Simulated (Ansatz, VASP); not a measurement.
Two plane-wave programs on AlNi

INCAR

```
SYSTEM = AlNi
PREC     = Accurate       ! precision mode
ENCUT    = 520            ! plane-wave cutoff, eV
EDIFF    = 1E-6           ! SCF threshold, eV
ISMEAR   = -1             ! smearing method
SIGMA    = 0.1            ! smearing width, eV
LREAL    = .FALSE.        ! projectors in reciprocal space
LASPH    = .TRUE.         ! aspherical terms in the spheres
NELM     = 150            ! most SCF steps
ALGO     = Normal         ! electronic algorithm
ISIF     = 2              ! what is computed and relaxed
LWAVE    = .FALSE.        ! write WAVECAR
LCHARG   = .FALSE.        ! write CHGCAR
ISPIN    = 2              ! spin polarisation
MAGMOM   = 0 1            ! initial moments
LORBIT   = 11             ! projections on sites
LMAXMIX  = 4              ! l up to which the mixer works
GGA      = RP             ! functional
NBANDS   = 18             ! bands
```

Contents of KPOINTS:

```
regular mesh
0
G
  9 9 9
  0 0 0
```

File POSCAR:

```
AlNi
1.0
    2.8810000000      0.0000000000      0.0000000000
    0.0000000000      2.8810000000      0.0000000000
    0.0000000000      0.0000000000      2.8810000000
Al Ni
1 1
Direct
    0.0000000000      0.0000000000      0.0000000000
    0.5000000000      0.5000000000      0.5000000000
```

Input for Ansatz:

```yaml
crystal:
  lattice:
    - [2.881, 0.0, 0.0]
    - [0.0, 2.881, 0.0]
    - [0.0, 0.0, 2.881]
  atoms:
    - { symbol: Al, position: [0.0, 0.0, 0.0], spin: 0.0 }
    - { symbol: Ni, position: [0.5, 0.5, 0.5], spin: 1.0 }
basis:
  ecutwfc: 510.0
kpoints:
  mp_grid:
    grid: [9, 9, 9]
hamiltonian:
  xc: rpbe
magnetization:
  spin_polarized: true
scf:
  convergence:
    dr2_threshold: 1.0e-10
  occupations:
    method: fermi_dirac
output:
  stress: true
```

Alike in both runs: task single point; functional RPBE; k mesh 9 × 9 × 9; collinear spin.

|  | VASP | Ansatz |
| --- | --- | --- |
| version | VASP 6.6.1 | Ansatz 0.2.0 |
| potentials or method | VASP PAW PBE potentials, release 64 (Al, Ni), cutoff 520 eV | plane waves, PAW |
| occupations | fermi-dirac, width 0.1 eV | fermi-dirac |
| valence electrons in the cell | 13 | 21 |

```csv
,VASP,Ansatz,Ansatz less VASP
pressure (GPa),5.8,5.9,+0.14
net moment per atom (μB),0.00,0.00,0.000
```

VASP's potentials were made for PBE, not for RPBE. VASP's potentials hold 13 valence electrons a cell and Ansatz's 21, so a difference there can come from the potentials and not from the codes. Ansatz's warnings: seeded moment not kept.
